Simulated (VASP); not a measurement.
# Mg5O (P-62m) in VASP: notebook

The runs below take Mg5O through single point, relaxation of cell and atoms, with PBE.

All numbers are computed with VASP 6.6.1; they aren't measurements. Logs are shortened: lines on timing, memory, paths and dates and some standing lists are left out, and cuts for length are marked.

### Step 1. The cell of the first run

Symmetry: P-62m, No. 189, hexagonal system. The conventional cell has a = 7.055 Å, b = 7.055 Å, c = 2.943 Å, α = 90.00°, β = 90.00°, γ = 120.00°. Within 3.0 Å of Mg (site symmetry m2m) lie 2 O at 2.23 Å and 4 Mg at 2.89 to 2.94 Å. Mg (site symmetry -6) has 8 Mg at 2.94 to 3.13 Å within 3.9 Å. O (site symmetry -62m) has 6 Mg at 2.23 Å and 2 O at 2.94 Å within 3.0 Å.

The cell was generated, and may not be a known phase.

### Step 2. Single point, PBE

Contents of INCAR:

```
SYSTEM = Mg5O
PREC = Accurate ; ENCUT = 520
EDIFF = 1E-6 ; ISMEAR = 0
SIGMA = 0.1 ; LREAL = .FALSE.
LASPH = .TRUE. ; NELM = 100
ALGO = Normal ; ISIF = 2
LWAVE = .FALSE. ; LCHARG = .TRUE.
GGA = PE ; LELF = .TRUE.
LVHAR = .TRUE. ; NBANDS = 17
```

Contents of KPOINTS:

```
regular mesh
0
G
  3 3 6
  0 0 0
```

Contents of POSCAR:

```
Mg5O
1.0
    7.0554740015      0.0000000000      0.0000000000
   -3.5277370007      6.1102197210      0.0000000000
    0.0000000000      0.0000000000      2.9431117983
Mg O
5 1
Direct
    0.0000000000      0.2365885728      0.0000000000
    0.7634114272      0.7634114272      0.0000000000
    0.2365885728      0.0000000000      0.0000000000
    0.6666666667      0.3333333333      0.5000000000
    0.3333333333      0.6666666667      0.5000000000
    0.0000000000      0.0000000000      0.5000000000
```

Potentials or basis: VASP PAW PBE potentials, release 64 (Mg, O).

Launch:

```bash
$ cat potpaw_PBE.64/Mg/POTCAR potpaw_PBE.64/O/POTCAR > POTCAR
$ mpirun -np 1 vasp_std > vasp.out
```

OUTCAR:

```text
SYSTEM = Mg5O
   PREC = Accurate
   ENCUT = 520
   EDIFF = 1E-6
   ISMEAR = 0
   LREAL = .FALSE.
   LASPH = .TRUE.
   NELM = 100
   ISIF = 2
   GGA = PE

 ion  position               nearest neighbor table
   1  0.000  0.237  0.000-   6 2.23   6 2.23   2 2.89   3 2.89   4 3.13   4 3.13   5 3.13   5 3.13

   2  0.763  0.763  0.000-   6 2.23   6 2.23   1 2.89   3 2.89   4 3.13   4 3.13   5 3.13   5 3.13

   3  0.237  0.000  0.000-   6 2.23   6 2.23   1 2.89   2 2.89   5 3.13   5 3.13   4 3.13   4 3.13

   4  0.667  0.333  0.500-   1 3.13   1 3.13   3 3.13   3 3.13   2 3.13   2 3.13
   5  0.333  0.667  0.500-   3 3.13   3 3.13   1 3.13   1 3.13   2 3.13   2 3.13
   6  0.000  0.000  0.500-   1 2.23   1 2.23   2 2.23   2 2.23   3 2.23   3 2.23

  LATTYP: Found a hexagonal cell.
 ALAT       =     7.0554740015
 C/A-ratio  =     0.4171387773

  Lattice vectors:

 A1 = (   7.0554740015,   0.0000000000,   0.0000000000)
 A2 = (  -3.5277370007,   6.1102197210,   0.0000000000)
 A3 = (   0.0000000000,   0.0000000000,   2.9431117983)

Analysis of symmetry for initial positions (statically):
=====================================================================
 Subroutine PRICEL returns:
 Original cell was already a primitive cell.

 Routine SETGRP: Setting up the symmetry group for a
 hexagonal supercell.

 Subroutine GETGRP returns: Found 12 space group operations
 (whereof 12 operations were pure point group operations)
 out of a pool of 24 trial point group operations.

The static configuration has the point symmetry D_3h.

Analysis of symmetry for dynamics (positions and initial velocities):
=====================================================================
 Subroutine PRICEL returns:
 Original cell was already a primitive cell.

 Routine SETGRP: Setting up the symmetry group for a
 hexagonal supercell.

 Subroutine GETGRP returns: Found 12 space group operations
 (whereof 12 operations were pure point group operations)
 out of a pool of 24 trial point group operations.

The dynamic configuration has the point symmetry D_3h.

 Subroutine INISYM returns: Found 12 space group operations
 (whereof 12 operations are pure point group operations),
 and found     1 'primitive' translations

----------------------------------------------------------------------------------------

                                     Primitive cell

  volume of cell :     126.8790

  direct lattice vectors                    reciprocal lattice vectors
[... 80 lines left out ...]
   ENCUT  =  520.0 eV  38.22 Ry    6.18 a.u.  13.12 13.12  5.47*2*pi/ulx,y,z
   NELM   =    100;   NELMIN=  2; NELMDL= -5     # of ELM steps
   EDIFF  = 0.1E-05   stopping-criterion for ELM
   LREAL  =      F    real-space projection
[... 7 lines left out ...]
   TEBEG  =    0.0;   TEEND  =   0.0 temperature during run
   PSTRESS=    0.0 pullay stress
   NELECT =      16.0000    total number of electrons
   NUPDOWN=      -1.0000    fix difference up-down
   EMIN   =  10.00;   EMAX   =-10.00  energy-range for DOS
   EFERMI =   0.00;   METHOD = LEGACY
   ISMEAR =     0;   SIGMA  =   0.10  broadening in eV -4-tet -1-fermi 0-gaus
   EFERMI_NEDOS =   21; number of points for ismear=-14 and -15
   IALGO  =     38    algorithm
   IMIX   =      4    mixing-type and parameters
     AMIX     =   0.40;   BMIX     =  1.00
     AMIX_MAG =   1.60;   BMIX_MAG =  1.00
  volume/ion in A,a.u.               =      21.15       142.70
  Fermi-wavevector in a.u.,A,eV,Ry     =   0.820953  1.551376  9.169832  0.673964
  Thomas-Fermi vector in A             =   1.932026
   LORBIT       =      0    0 simple, 1 ext, 2 COOP (PROOUT), +10 PAW based schemes
   GGA     = PE    functional components
   LHFCALC =     F    Hartree Fock is set to
   AEXX    =    0.0000 exact exchange contribution
   IVDW    =     0    specifies the selected vdW correction
   LEPSILON=     F    determine dielectric tensor
   LRPA    =     F    only Hartree local field effects (RPA)
 non-spin polarized calculation
 Gauss-broadening in eV      SIGMA  =   0.10
  energy-cutoff  :      520.00
  volume of cell :      126.88
 maximum number of plane-waves:      3429
 NGX is ok and might be reduce to    54
   NGX = 27   NGY = 27   NGZ = 11

 number of electron      15.9999995 magnetization

 Free energy of the ion-electron system (eV)
  ---------------------------------------------------
  ext. energy  EPLUGINS =         0.00000000
  ---------------------------------------------------
  free energy    TOTEN  =       -15.48981596 eV

  energy without entropy =      -15.47015314  energy(sigma->0) =      -15.47998455

 E-fermi :   2.4391     XC(G=0):  -8.4184

 val. band max:        2.4111077460   @ k =   0.3333   0.0000   0.3333
 cond. band min:       2.6411666255   @ k =   0.3333   0.0000   0.1667
 fundamental gap:      0.2300588796
 Fermi energy:         2.4390576672

 k-point     1 :       0.0000    0.0000    0.0000
  band No.  band energies     occupation
      1     -16.8187      2.00000
      2      -3.3554      2.00000
      3      -3.3554      2.00000
      4      -3.3336      2.00000
      5      -1.3177      2.00000
      6      -0.2486      2.00000
[... 217 lines left out ...]
      4      -2.3360      2.00000
      5       1.5062      2.00000
      6       1.5062      2.00000
[... 9 lines left out ...]
     16       7.7746      0.00000
     17       8.2205      0.00000

------------------------ aborting loop because EDIFF is reached ----------------------------------------

  FORCE on cell =-STRESS in cart. coord.  units (eV):
  Direction    XX          YY          ZZ          XY          YZ          ZX
  --------------------------------------------------------------------------------------
  -------------------------------------------------------------------------------------
  Total       -0.1200704     -0.1200704     -0.1656078     -0.0000000      0.0000000      0.0000000
  in kB       -1.5162008     -1.5162008     -2.0912284     -0.0000000      0.0000000      0.0000000
  external PRESSURE =      -1.7078767 kB  Pullay stress =       0.0000000 kB

 VOLUME and BASIS-vectors are now :
 -----------------------------------------------------------------------------
  energy-cutoff  :      520.00
  volume of cell :      126.88
      direct lattice vectors                 reciprocal lattice vectors
     7.055474002  0.000000000  0.000000000     0.141733922  0.081830118  0.000000000
    -3.527737001  6.110219721  0.000000000     0.000000000  0.163660236  0.000000000
     0.000000000  0.000000000  2.943111798     0.000000000  0.000000000  0.339776423

 POSITION                                       TOTAL-FORCE (eV/Angst)
 -----------------------------------------------------------------------------------
     -0.83462      1.44561      0.00000         0.006467     -0.011202      0.000000
      2.69311      4.66461      0.00000         0.006467      0.011202     -0.000000
      1.66924      0.00000      0.00000        -0.012935     -0.000000     -0.000000
      3.52774      2.03674      1.47156         0.000000     -0.000000     -0.000000
     -0.00000      4.07348      1.47156         0.000000     -0.000000     -0.000000
      0.00000      0.00000      1.47156         0.000000     -0.000000     -0.000000
 -----------------------------------------------------------------------------------
    total drift:                                0.000000      0.000001      0.000000

  FREE ENERGIE OF THE ION-ELECTRON SYSTEM (eV)
  ---------------------------------------------------
  free  energy   TOTEN  =       -15.4898159642 eV

  energy  without entropy=      -15.4701531393  energy(sigma->0) =      -15.47998455
```

stdout:

```text
POSCAR found type information on POSCAR MgO
 POSCAR found :  2 types and       6 ions
 scaLAPACK will be used
 LDA part: xc-table for (Slater+PW92), standard interpolation
 POSCAR, INCAR and KPOINTS ok, starting setup
 FFT: planning ... GRIDC
 FFT: planning ... GRID_SOFT
 FFT: planning ... GRID
 WAVECAR not read
 entering main loop
```

Run time: 53 s. Hardware: 1 thread of Intel Xeon 8259CL, shared host; peak memory 0.24 GiB.

Results:

- Free energy: -15.4898 eV
- Pressure: -0.2 GPa
- Largest force: 0.013 eV/Å
- Band gap on the k mesh: zero (bands 8 and 9 overlap by 1.86 eV)

Forces on the atoms (eV/Å):
```
Mg   0.006 -0.011  0.000
Mg   0.006  0.011  0.000
Mg  -0.013  0.000  0.000
Mg   0.000  0.000  0.000
Mg   0.000  0.000  0.000
O    0.000  0.000  0.000
```

(Continued in part 2 of 3.)

The gap in the log of VASP goes by the Fermi energy; the results here count the filled bands.